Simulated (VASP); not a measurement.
Write the native input for VASP 6.6.1 that does the following.

```
Task                   : single point
Functional             : PBE
Potentials or basis    : VASP PAW PBE potentials, release 64 (Pt)
Cutoff                 : 520 eV
k mesh                 : 17 × 17 × 17
Occupations            : fermi-dirac, width 0.05 eV
Spin                   : no spin polarisation
Dipole correction      : no
Further INCAR settings : ALGO = Normal; EDIFF = 1e-06; NBANDS = 11
```

The structure of Pt lies in POSCAR:

```
Pt
1.0
    0.0000000000      1.9851124870      1.9851124870
    1.9851124870      0.0000000000      1.9851124870
    1.9851124870      1.9851124870      0.0000000000
Pt
1
Direct
    0.0000000000      0.0000000000      0.0000000000
```

The input as run:

INCAR

```
ALGO     = Normal         # electronic algorithm
EDIFF    = 1E-6           # SCF threshold, eV
ENCUT    = 520            # plane-wave cutoff, eV
GGA      = PE             # functional
ISIF     = 2              # what is computed and relaxed
ISMEAR   = -1             # smearing method
LASPH    = T              # aspherical terms in the spheres
LCHARG   = F              # write CHGCAR
LREAL    = F              # projectors in reciprocal space
LWAVE    = F              # write WAVECAR
NBANDS   = 11             # bands
NELM     = 60             # most SCF steps
PREC     = Accurate       # precision mode
SIGMA    = 0.05           # smearing width, eV
```

KPOINTS

```
k-points
0
Gamma
  17 17 17
```

Potentials or basis: VASP PAW PBE potentials, release 64 (Pt).

Launch:

```console
$ cat potpaw_PBE.64/Pt/POTCAR > POTCAR
$ mpirun -np 1 vasp_std > vasp.out
```

It gave:

| Quantity | Value |
| --- | --- |
| Pressure | -0.5 GPa |
| Band gap on the k mesh | zero (bands 5 and 6 overlap by 2.05 eV) |

Caveat: spin-orbit coupling is left out, which moves the levels of the heavy elements.

It took 33 s on 1 thread of Intel Xeon 8259CL (shared host), peak memory 0.16 GiB.
